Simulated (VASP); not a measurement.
Here is a VASP 6.6.1 calculation.

INCAR

```
PREC     = Accurate       # precision mode
ENCUT    = 520            # plane-wave cutoff, eV
EDIFF    = 1E-6           # SCF threshold, eV
ISMEAR   = 0              # smearing method
SIGMA    = 0.05           # smearing width, eV
LREAL    = F              # projectors in reciprocal space
LASPH    = T              # aspherical terms in the spheres
NELM     = 60             # most SCF steps
ALGO     = Normal         # electronic algorithm
ISIF     = 2              # what is computed and relaxed
LWAVE    = F              # write WAVECAR
LCHARG   = T              # write CHGCAR
GGA      = CA             # functional
LELF     = T              # ELF
LVHAR    = T            
NBANDS   = 15             # bands
```

KPOINTS

```
regular mesh
0
Gamma
  8 8 8
```

The input POSCAR:

```
SrO
1.0
    0.0000000000      2.5055550000      2.6340450000
    2.5055550000      0.0000000000      2.6340450000
    2.5055550000      2.5055550000      0.0000000000
Sr O
1 1
Direct
    0.0000000000      0.0000000000      0.0000000000
    0.5000000000      0.5000000000      0.5000000000
```

Potentials or basis: VASP PAW LDA potentials, release 64 (Sr_sv, O).

The run is started by

```console
$ cat potpaw_LDA.64/Sr_sv/POTCAR potpaw_LDA.64/O/POTCAR > POTCAR
$ mpirun -np 1 vasp_std > vasp.out
```

(1) Estimate the band gap on the k mesh.

(2) Predict the pressure.

## Answers

(1) 2.96 eV, indirect (least direct gap 3.00 eV).

(2) -0.5 GPa.

Caveat: the cell differs from its parent crystal (strain -0.025 along x and y, +0.025 along z).
